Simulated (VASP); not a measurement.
# C8O in VASP: a series of runs, part 2 of 2

VASP 6.6.1.

## 4. Single point, PBE+D3(BJ)

INCAR reads:

```
SYSTEM = C8O
PREC = Accurate
ENCUT = 520
EDIFF = 1E-6
ISMEAR = 0
SIGMA = 0.1
LREAL = .False.
LASPH = .True.
NELM = 100
ALGO = Normal
ISIF = 2
LWAVE = .False.
LCHARG = .True.
LDIPOL = .True.
IDIPOL = 3
DIPOL = 0.5 0.5 0.494
GGA = PE
IVDW = 12
LELF = .True.
LVHAR = .True.
LVACPOTAV = .True.
NBANDS = 29
```

KPOINTS reads:

```
regular mesh
0
Gamma
  12 12 1
  0 0 0
```

POSCAR reads:

```
C8O
1.0
    2.4649796670      0.0000000000      0.0000000000
   -1.2324898335      2.1347350114      0.0000000000
    0.0000000000      0.0000000000     29.1076495408
C O
8 1
Direct
    0.0000000000      0.0000000000      0.2920194646
    0.6666666667      0.3333333333      0.2920194566
    0.0000000000      0.0000000000      0.4077696707
    0.3333333333      0.6666666667      0.4077696627
    0.0000000000      0.0000000000      0.5235198769
    0.6666666667      0.3333333333      0.5235198689
    0.0000000000      0.0000000000      0.6392700831
    0.3333333333      0.6666666667      0.6392700751
    0.0000000000      0.2500000000      0.7247014011
```

Potentials or basis: VASP PAW PBE potentials, release 64 (C, O).

Command:

```console
cat potpaw_PBE.64/C/POTCAR potpaw_PBE.64/O/POTCAR > POTCAR
mpirun -np 1 vasp_std > vasp.out
```

OUTCAR:

```text
SYSTEM = C8O
   PREC = Accurate
   ENCUT = 520
   EDIFF = 1E-6
   ISMEAR = 0
   LREAL = .False.
   LASPH = .True.
   NELM = 100
   ISIF = 2
   GGA = PE
   IVDW = 12
 IVDW          = 12

 ion  position               nearest neighbor table
   1  0.000  0.000  0.292-   2 1.42   2 1.42   2 1.42
   2  0.667  0.333  0.292-   1 1.42   1 1.42   1 1.42
   3  0.000  0.000  0.408-   4 1.42   4 1.42   4 1.42
   4  0.333  0.667  0.408-   3 1.42   3 1.42   3 1.42
   5  0.000  0.000  0.524-   6 1.42   6 1.42   6 1.42
   6  0.667  0.333  0.524-   5 1.42   5 1.42   5 1.42
   7  0.000  0.000  0.639-   8 1.42   8 1.42   8 1.42
   8  0.333  0.667  0.639-   7 1.42   7 1.42   7 1.42
   9  0.000  0.250  0.725-

  LATTYP: Found a hexagonal cell.
 ALAT       =     2.4649796670
 C/A-ratio  =    11.8084745000

  Lattice vectors:

 A1 = (   2.4649796670,   0.0000000000,   0.0000000000)
 A2 = (  -1.2324898335,   2.1347350114,   0.0000000000)
 A3 = (   0.0000000000,   0.0000000000,  29.1076495408)

[... 199 lines left out ...]
 k-point     1 :       0.0000    0.0000    0.0000
  band No.  band energies     occupation
      1     -20.7984      2.00000
      2     -20.6875      2.00000
      3     -20.5824      2.00000
      4     -20.1305      2.00000
      5     -18.2977      2.00000
      6      -9.4642      2.00000
[... 757 lines left out ...]
     28       7.5174      0.00000
     29       7.5756      0.00000

 [... further k-points ...]

------------------------ aborting loop because EDIFF is reached ----------------------------------------

 Edisp (eV)   -1.22613

 E8    (eV) :    -0.3527

  FORCE on cell =-STRESS in cart. coord.  units (eV):
  Direction    XX          YY          ZZ          XY          YZ          ZX
  --------------------------------------------------------------------------------------
  -------------------------------------------------------------------------------------
  Total      -2.80489    -1.89228     0.34523     0.08344     0.02076     0.24104
  in kB     -29.34008   -19.79387     3.61128     0.87281     0.21714     2.52140
  external pressure =      -15.17 kB  Pullay stress =        0.00 kB

 VOLUME and BASIS-vectors are now :
 -----------------------------------------------------------------------------
  energy-cutoff  :      520.00
  volume of cell :      153.17
      direct lattice vectors                 reciprocal lattice vectors
     2.464979667  0.000000000  0.000000000     0.405682860  0.234221108  0.000000000
    -1.232489834  2.134735011  0.000000000     0.000000000  0.468442216  0.000000000
     0.000000000  0.000000000 29.107649541     0.000000000  0.000000000  0.034355230

 POSITION                                       TOTAL-FORCE (eV/Angst)
 -----------------------------------------------------------------------------------
      0.00000      0.00000      8.50000        -0.000030      0.000052      0.007423
      1.23249      0.71158      8.50000         0.000002     -0.000016     -0.012404
      0.00000      0.00000     11.86922        -0.000058      0.000122      0.001433
     -0.00000      1.42316     11.86922         0.000057     -0.000143      0.001030
      0.00000      0.00000     15.23843         0.000951     -0.000003     -0.003915
      1.23249      0.71158     15.23843        -0.001998      0.003211     -0.009459
      0.00000      0.00000     18.60765        -0.033747     -0.100541      0.046404
     -0.00000      1.42316     18.60765        -0.061300      0.084781     -0.171405
     -0.30812      0.53368     21.09435         0.096122      0.012537      0.140893
 -----------------------------------------------------------------------------------
    total drift:                                0.000103     -0.000023     -0.000853

  FREE ENERGIE OF THE ION-ELECTRON SYSTEM (eV)
  ---------------------------------------------------
  free  energy   TOTEN  =       -76.9255233380 eV

  energy  without entropy=      -76.9088637429  energy(sigma->0) =      -76.91719354

 vacuum level on the upper side and lower side of the slab         7.990         3.138
```

Run time: 5 min. Hardware: 1 thread of AMD EPYC 9R45 (Zen 5), shared host; peak memory 0.38 GiB.

What came out:

* Free energy: -76.9255 eV
* Largest force: 0.201 eV/Å
* Band gap on the k mesh: zero (bands 19 and 20 overlap by 1.60 eV)
* Dispersion energy per atom: -0.136 eV

Forces on the atoms (eV/Å):
```
C    0.000  0.000  0.007
C    0.000  0.000 -0.012
C    0.000  0.000  0.001
C    0.000  0.000  0.001
C    0.001  0.000 -0.004
C   -0.002  0.003 -0.009
C   -0.034 -0.101  0.046
C   -0.061  0.085 -0.171
O    0.096  0.013  0.141
```

## 5. Single point, PBE+D3(BJ)

INCAR reads:

```
PREC = Accurate
ENCUT = 520
EDIFF = 1E-7
ISMEAR = 0
SIGMA = 0.1
LREAL = False
LASPH = True
NELM = 80
ALGO = Normal
ISIF = 2
LWAVE = False
LCHARG = False
LDIPOL = True
IDIPOL = 3
DIPOL = 0.5 0.5 0.488
GGA = PE
IVDW = 12
NBANDS = 29
```

KPOINTS reads:

```
Automatic mesh
0
Gamma
  12 12 1
```

POSCAR, as its differences from that of step 4:

```diff
@@ -16,2 +16,2 @@
     0.3333333333      0.6666666667      0.6392700751
-    0.0000000000      0.2500000000      0.7247014011
+    0.0000000000      0.2500000000      0.6645797483
```

Potentials or basis: VASP PAW PBE potentials, release 64 (C, O).

Command:

```console
cat potpaw_PBE.64/C/POTCAR potpaw_PBE.64/O/POTCAR > POTCAR
mpirun -np 1 vasp_std > vasp.out
```

OUTCAR:

```text
PREC = Accurate
   ENCUT = 520
   EDIFF = 1E-7
   ISMEAR = 0
   LREAL = False
   LASPH = True
   NELM = 80
   ISIF = 2
   GGA = PE
   IVDW = 12
 IVDW          = 12

 ion  position               nearest neighbor table
   1  0.000  0.000  0.292-   2 1.42   2 1.42   2 1.42
   2  0.667  0.333  0.292-   1 1.42   1 1.42   1 1.42
   3  0.000  0.000  0.408-   4 1.42   4 1.42   4 1.42
   4  0.333  0.667  0.408-   3 1.42   3 1.42   3 1.42
   5  0.000  0.000  0.524-   6 1.42   6 1.42   6 1.42
   6  0.667  0.333  0.524-   5 1.42   5 1.42   5 1.42
   7  0.000  0.000  0.639-   9 0.96   8 1.42   8 1.42   8 1.42   9 1.99
   8  0.333  0.667  0.639-   9 1.20   7 1.42   7 1.42   7 1.42   9 1.72
   9  0.000  0.250  0.665-   7 0.96   8 1.20   8 1.72   7 1.99

 -----------------------------------------------------------------------------
|                                                                             |
|           W    W    AA    RRRRR   N    N  II  N    N   GGGG   !!!           |
|           W    W   A  A   R    R  NN   N  II  NN   N  G    G  !!!           |
|           W    W  A    A  R    R  N N  N  II  N N  N  G       !!!           |
|           W WW W  AAAAAA  RRRRR   N  N N  II  N  N N  G  GGG   !            |
|           WW  WW  A    A  R   R   N   NN  II  N   NN  G    G                |
|           W    W  A    A  R    R  N    N  II  N    N   GGGG   !!!           |
|                                                                             |
|     The distance between some ions is very small. Please check the          |
|     nearest-neighbor list in the OUTCAR file.                               |
|     I HOPE YOU KNOW WHAT YOU ARE DOING!                                     |
|                                                                             |
 -----------------------------------------------------------------------------

  LATTYP: Found a hexagonal cell.
 ALAT       =     2.4649796670
 C/A-ratio  =    11.8084745000

  Lattice vectors:

 A1 = (   2.4649796670,   0.0000000000,   0.0000000000)
 A2 = (  -1.2324898335,   2.1347350114,   0.0000000000)
 A3 = (   0.0000000000,   0.0000000000,  29.1076495408)

Analysis of symmetry for initial positions (statically):
=====================================================================
 Subroutine PRICEL returns:
 Original cell was already a primitive cell.

 Routine SETGRP: Setting up the symmetry group for a
 hexagonal supercell.

[... 179 lines left out ...]
  ---------------------------------------------------
  free energy    TOTEN  =       -63.77940590 eV

  energy without entropy =      -63.77571317  energy(sigma->0) =      -63.77755954

 E-fermi :   0.6613     XC(G=0):  -5.3670

 val. band max:        0.6535092610   @ k =   0.3333   0.3333   0.0000
 cond. band min:       0.6625582517   @ k =   0.0000   0.5000   0.0000
 fundamental gap:      0.0090489907
 Fermi energy:         0.6613221501

 k-point     1 :       0.0000    0.0000    0.0000
  band No.  band energies     occupation
      1     -34.2064      2.00000
      2     -18.9637      2.00000
      3     -18.8698      2.00000
      4     -18.7528      2.00000
      5     -15.7220      2.00000
      6     -14.5430      2.00000
[... 757 lines left out ...]
     28       8.5931      0.00000
     29       8.7288      0.00000

 [... further k-points ...]

------------------------ aborting loop because EDIFF is reached ----------------------------------------

 vacuum level on the upper side and lower side of the slab       (xc-potential included)        -0.462         0.336

 Edisp (eV)   -1.18906

 E8    (eV) :    -0.3422

  FORCE on cell =-STRESS in cart. coord.  units (eV):
  Direction    XX          YY          ZZ          XY          YZ          ZX
  --------------------------------------------------------------------------------------
  -------------------------------------------------------------------------------------
  Total      17.14753    44.76703    50.10256    -5.64789    23.15570   -11.23736
  in kB     179.36916   468.27870   524.09023   -59.07889   242.21671  -117.54669
  external pressure =      390.58 kB  Pullay stress =        0.00 kB

 VOLUME and BASIS-vectors are now :
 -----------------------------------------------------------------------------
  energy-cutoff  :      520.00
  volume of cell :      153.17
      direct lattice vectors                 reciprocal lattice vectors
     2.464979667  0.000000000  0.000000000     0.405682860  0.234221108  0.000000000
    -1.232489834  2.134735011  0.000000000     0.000000000  0.468442216  0.000000000
     0.000000000  0.000000000 29.107649541     0.000000000  0.000000000  0.034355230

 POSITION                                       TOTAL-FORCE (eV/Angst)
 -----------------------------------------------------------------------------------
      0.00000      0.00000      8.50000         0.000184     -0.000085      0.008113
      1.23249      0.71158      8.50000        -0.000202      0.000120     -0.011739
      0.00000      0.00000     11.86922        -0.000189      0.000091      0.001859
     -0.00000      1.42316     11.86922         0.000073     -0.000179      0.003047
      0.00000      0.00000     15.23843         0.019086     -0.022084     -0.018302
      1.23249      0.71158     15.23843        -0.022347      0.007376      0.005406
      0.00000      0.00000     18.60765        14.536962    -34.178911    -51.933302
     -0.00000      1.42316     18.60765         0.762344      2.793914    -16.246975
     -0.30812      0.53368     19.34435       -15.295911     31.399759     68.191895
 -----------------------------------------------------------------------------------
    total drift:                                0.000077     -0.000047      0.000976

  FREE ENERGIE OF THE ION-ELECTRON SYSTEM (eV)
  ---------------------------------------------------
  free  energy   TOTEN  =       -64.9684669208 eV

  energy  without entropy=      -64.9647741826  energy(sigma->0) =      -64.96662055

 vacuum level on the upper side and lower side of the slab         4.117         4.922
```

stdout:

```text
POSCAR found type information on POSCAR C O
 POSCAR found :  2 types and       9 ions
 scaLAPACK will be used
 LDA part: xc-table for (Slater+PW92), standard interpolation
 -----------------------------------------------------------------------------
|                                                                             |
|           W    W    AA    RRRRR   N    N  II  N    N   GGGG   !!!           |
|           W    W   A  A   R    R  NN   N  II  NN   N  G    G  !!!           |
|           W    W  A    A  R    R  N N  N  II  N N  N  G       !!!           |
|           W WW W  AAAAAA  RRRRR   N  N N  II  N  N N  G  GGG   !            |
|           WW  WW  A    A  R   R   N   NN  II  N   NN  G    G                |
|           W    W  A    A  R    R  N    N  II  N    N   GGGG   !!!           |
|                                                                             |
|     The distance between some ions is very small. Please check the          |
|     nearest-neighbor list in the OUTCAR file.                               |
|     I HOPE YOU KNOW WHAT YOU ARE DOING!                                     |
|                                                                             |
 -----------------------------------------------------------------------------

 POSCAR, INCAR and KPOINTS ok, starting setup
 FFT: planning ... GRIDC
 FFT: planning ... GRID_SOFT
 FFT: planning ... GRID
 WAVECAR not read
 entering main loop
```

It took 6.4 min on 1 thread of AMD EPYC 9R45 (Zen 5), shared host; peak memory 0.38 GiB.

Results:

```yaml
Free_energy: -64.9685 eV
Largest_force: 76.616 eV/Å
Band_gap_on_the_k_mesh: zero (bands 19 and 20 overlap by 0.01 eV)
Dispersion_energy_per_atom: -0.132 eV
```

Forces in eV/Å, atoms in the order of the input:
```
C     0.000   0.000   0.008
C     0.000   0.000  -0.012
C     0.000   0.000   0.002
C     0.000   0.000   0.003
C     0.019  -0.022  -0.018
C    -0.022   0.007   0.005
C    14.537 -34.179 -51.933
C     0.762   2.794 -16.247
O   -15.296  31.400  68.192
```

Caveat: atoms lie so close that the PAW spheres overlap strongly, which falsifies energies and pressures.

## 6. Overview

```csv
cell,gap on the mesh (eV),largest force (eV/Å)
"as given, atomic positions A",-,23.23
"as given, atomic positions B",none,0.68
"as given, atomic positions C",none,0.20
"as given, atomic positions D",none,76.62
```

Alike in all rows: task single point; level PBE+D3(BJ); potentials or basis VASP PAW PBE potentials, release 64 (C, O); no spin polarisation; k mesh 12 × 12 × 1; cutoff (eV) 520; smearing gaussian 0.1 eV.

Caveats: atoms lie so close that the PAW spheres overlap strongly, which falsifies energies and pressures (at least some runs).

Total energies depend on the potentials used, so only differences within one code and one set of settings carry meaning.
